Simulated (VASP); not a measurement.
# Bi2Te3 in VASP: a series of runs, part 3 of 4

VASP 6.6.1. Earlier steps stand in the parts before.

### Step 5. Electric field gradients, PBEsol (equal xy, yz and zx shear strains of +1 %)

File INCAR:

```
SYSTEM = Bi2Te3
PREC = Accurate
ENCUT = 520
EDIFF = 1E-8
ISMEAR = -1
SIGMA = 0.08
LREAL = .False.
LASPH = .True.
NELM = 100
ALGO = Normal
ISIF = 2
LWAVE = .False.
LCHARG = .False.
GGA = PS
LEFG = .True.
NBANDS = 32
KPAR = 4
```

File KPOINTS:

```
Automatic mesh
0
Gamma
  7 7 7
  0 0 0
```

File POSCAR:

```
Bi2Te3
1.0
    2.2501595557      1.3279228155     10.1829656501
   -2.1358415611      1.3059928099     10.1610356445
    0.0381670554     -2.4814305754     10.1530087054
Bi Te
2 3
Direct
    0.4000000000      0.4000000000      0.4000000000
    0.6000000000      0.6000000000      0.6000000000
    0.0000000000      0.0000000000      0.0000000000
    0.2095000000      0.2095000000      0.2095000000
    0.7905000000      0.7905000000      0.7905000000
```

Potentials or basis: VASP PAW PBE potentials, release 64 (Bi_d, Te).

Run with:

```console
> cat potpaw_PBE.64/Bi_d/POTCAR potpaw_PBE.64/Te/POTCAR > POTCAR
> mpirun -np 4 vasp_std > vasp.out
```

OUTCAR:

```text
SYSTEM = Bi2Te3
   PREC = Accurate
   ENCUT = 520
   EDIFF = 1E-8
   ISMEAR = -1
   LREAL = .False.
   LASPH = .True.
   NELM = 100
   ISIF = 2
   GGA = PS

 ion  position               nearest neighbor table
   1  0.400  0.400  0.400-   5 3.06   5 3.07   5 3.09   3 3.23   3 3.24   3 3.26
   2  0.600  0.600  0.600-   4 3.06   4 3.07   4 3.09   3 3.23   3 3.24   3 3.26
   3  0.000  0.000  0.000-   2 3.23   1 3.23   1 3.24   2 3.24   2 3.26   1 3.26
   4  0.209  0.209  0.209-   2 3.06   2 3.07   2 3.09   5 3.62   5 3.64   5 3.66
   5  0.791  0.791  0.791-   1 3.06   1 3.07   1 3.09   4 3.62   4 3.64   4 3.66

  LATTYP: Found a triclinic cell.
 ALAT       =     4.3670303177
 B/A-ratio  =     1.0043692043
 C/A-ratio  =     2.3933691463
 COS(alpha) =     0.0073214362
 COS(beta)  =     0.2059359528
 COS(gamma) =     0.4934652004

  Lattice vectors:

 A1 = (   2.1740086165,  -3.7874233853,  -0.0080269391)
 A2 = (   4.3860011168,   0.0219300056,   0.0219300056)
 A3 = (   0.0381670554,  -2.4814305754,  10.1530087054)

Analysis of symmetry for initial positions (statically):
=====================================================================
 Subroutine PRICEL returns:
 Original cell was already a primitive cell.

 Routine SETGRP: Setting up the symmetry group for a
 triclinic supercell.

 Subroutine GETGRP returns: Found  2 space group operations
 (whereof  2 operations were pure point group operations)
 out of a pool of  2 trial point group operations.

The static configuration has the point symmetry S_2 .

Analysis of symmetry for dynamics (positions and initial velocities):
[... 1017 lines left out ...]
  Direction    XX          YY          ZZ          XY          YZ          ZX
  --------------------------------------------------------------------------------------
  -------------------------------------------------------------------------------------
  Total       -0.2240624     -0.7724629     -0.8199839     -0.0592735     -0.5618982     -0.2941709
  in kB       -2.1198637     -7.3083034     -7.7579013     -0.5607892     -5.3161417     -2.7831629
  external PRESSURE =      -5.7286895 kB  Pullay stress =       0.0000000 kB

 VOLUME and BASIS-vectors are now :
 -----------------------------------------------------------------------------
  energy-cutoff  :      520.00
  volume of cell :      169.34
      direct lattice vectors                 reciprocal lattice vectors
     2.250159556  1.327922816 10.182965650     0.227191387  0.130343806  0.031002424
    -2.135841561  1.305992810 10.161035645    -0.228827537  0.132612557  0.033271175
     0.038167055 -2.481430575 10.153008705     0.001146721 -0.263445791  0.034101595

 POSITION                                       TOTAL-FORCE (eV/Angst)
 -----------------------------------------------------------------------------------
      0.06099      0.06099     12.19880         0.013895      0.026423      0.035246
      0.09149      0.09149     18.29821        -0.013895     -0.026423     -0.035246
      0.00000      0.00000      0.00000        -0.000000      0.000000      0.000000
      0.03195      0.03195      6.38912         0.034152      0.065083      0.096754
      0.12054      0.12054     24.10789        -0.034152     -0.065083     -0.096754
 -----------------------------------------------------------------------------------
    total drift:                               -0.000000     -0.000000     -0.000000

  FREE ENERGIE OF THE ION-ELECTRON SYSTEM (eV)
  ---------------------------------------------------
  free  energy   TOTEN  =       -20.2887671991 eV

  energy  without entropy=      -20.2870187417  energy(sigma->0) =      -20.28789297

 Electric field gradients (V/A^2)
---------------------------------------------------------------------
 ion       V_xx      V_yy      V_zz      V_xy      V_xz      V_yz
---------------------------------------------------------------------
   1     -23.503    -2.838    26.341     0.149     8.859    17.914
   2     -23.503    -2.838    26.341     0.149     8.859    17.914
   3     -46.448   -46.131    92.579     6.743     5.355     6.055
   4      -6.660    -4.907    11.567     4.905     6.289     7.056
   5      -6.660    -4.907    11.567     4.905     6.289     7.056
---------------------------------------------------------------------

 Electric field gradients after diagonalization (V/A^2)
 (convention: |V_zz| > |V_xx| > |V_yy|)
----------------------------------------------------------------------
 ion       V_xx      V_yy      V_zz     asymmetry (V_yy - V_xx)/ V_zz
----------------------------------------------------------------------
   1     -25.529   -10.425    35.954       0.420
   2     -25.529   -10.425    35.954       0.420
   3     -53.036   -40.036    93.071       0.140
   4     -10.772    -5.904    16.676       0.292
   5     -10.772    -5.904    16.676       0.292
----------------------------------------------------------------------

           NMR quadrupolar parameters

 Cq : quadrupolar parameter    Cq=e*Q*V_zz/h
 eta: asymmetry parameters     (V_yy - V_xx)/ V_zz
 Q  : nuclear electric quadrupole moment in mb (millibarn)
----------------------------------------------------------------------
 ion       Cq(MHz)       eta       Q (mb)
----------------------------------------------------------------------
   1       0.087       0.420       1.000
   2       0.087       0.420       1.000
   3       0.225       0.140       1.000
   4       0.040       0.292       1.000
   5       0.040       0.292       1.000
----------------------------------------------------------------------
```

stdout:

```text
POSCAR found type information on POSCAR BiTe
 POSCAR found :  2 types and       5 ions
 scaLAPACK will be used
 -----------------------------------------------------------------------------
|                                                                             |
|                                                                             |
|     You enforced a specific xc type in the INCAR file but a different       |
|     I HOPE YOU KNOW WHAT YOU ARE DOING!                                     |
|                                                                             |
 -----------------------------------------------------------------------------

 LDA part: xc-table for (Slater+PW92), standard interpolation
 POSCAR, INCAR and KPOINTS ok, starting setup
 FFT: planning ... GRIDC
 FFT: planning ... GRID_SOFT
 FFT: planning ... GRID
 WAVECAR not read
 entering main loop
ion   1
     0.0000690     0.0315479     0.0027969     0.2993836     0.0200429     0.0124025
     0.0000950     0.0315479     0.0027969     0.2993836     0.0200429     0.0124025
     0.0001308     0.0315479     0.0027969     0.2993835     0.0200429     0.0124025
     0.0001801     0.0315479     0.0027969     0.2993835     0.0200429     0.0124025
[... 45 lines left out ...]
     0.0000585    -4.4812939    -6.4943566    -9.2113797    -5.7686215     0.8282666
     0.0000806    -4.4807572    -6.4936325    -9.2098653    -5.7679572     0.8281904
     0.0001110    -4.4799068    -6.4924871    -9.2074392    -5.7669057     0.8280702
     0.0001528    -4.4785652    -6.4906831    -9.2035682    -5.7652486     0.8278816
```

Run time: 47 min. Hardware: 4 MPI ranks of Oxide Virtual Turin-like, shared host; peak memory 1.5 GiB.

What came out:

```yaml
Free_energy: -20.2888 eV
Pressure: -0.6 GPa
Largest_force: 0.122 eV/Å
Band_gap_on_the_k_mesh: 0.22 eV
Largest_electric_field_gradient_by_atom: Bi +36.0; Te +93.1, +16.7 (each value once) V/Å²
```

Forces on the atoms (eV/Å):
```
Bi   0.014  0.026  0.035
Bi  -0.014 -0.026 -0.035
Te   0.000  0.000  0.000
Te   0.034  0.065  0.097
Te  -0.034 -0.065 -0.097
```

Electric field gradients, principal values (V/Å²):
| atom | least | middle | greatest (by size) |
| --- | --- | --- | --- |
| 1 Bi | -10.425 | -25.529 | 35.954 |
| 2 Bi | -10.425 | -25.529 | 35.954 |
| 3 Te | -40.036 | -53.036 | 93.071 |
| 4 Te | -5.904 | -10.772 | 16.676 |
| 5 Te | -5.904 | -10.772 | 16.676 |

Caveat: the cell differs from its parent crystal (equal xy, yz and zx shear strains of +1 %); without QUAD_EFG the Cq values of the log hold for a quadrupole moment of 1 mb, not for the nuclei; the PAW data sets were made with another functional, which shifts forces and pressure a little; spin-orbit coupling is left out, which moves the levels of the heavy elements. A k mesh can miss the band edges.

(Part 3 of 4 ends here.)
